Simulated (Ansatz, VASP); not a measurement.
## Ge: VASP beside Ansatz

```xyz
1
Lattice="1.3622 -2.5355 0.0000 1.3622 2.5355 0.0000 0.0000 0.0000 2.5633" Properties=species:S:1:pos:R:3 pbc="T T T"
Ge    1.3622    0.0000    0.0000
```

Change from the starting cell: strain -0.025 along x and y, -0.050 along z, atoms carried along.

Alike in both runs: task single point; functional PBE; k mesh 20 × 20 × 18; occupations gaussian, width 0.15 eV; no spin polarisation.

|  | VASP | Ansatz |
| --- | --- | --- |
| version | VASP 6.6.1 | Ansatz 0.2.0 |
| potentials or method | VASP PAW PBE potentials, release 64 (Ge_d), cutoff 520 eV | scalar-relativistic, plane waves, PAW |
| valence electrons in the cell | 14 | 14 |

```csv
,VASP,Ansatz,Ansatz less VASP
gap on the k mesh at the Fermi level (eV),none,none,-
pressure (GPa),7.4,7.7,+0.24
"traceless stress, the component that is largest in VASP (GPa)",4.21,4.24,+0.025
```

A gap of «none» marks a metal or a gap that the smearing closes.
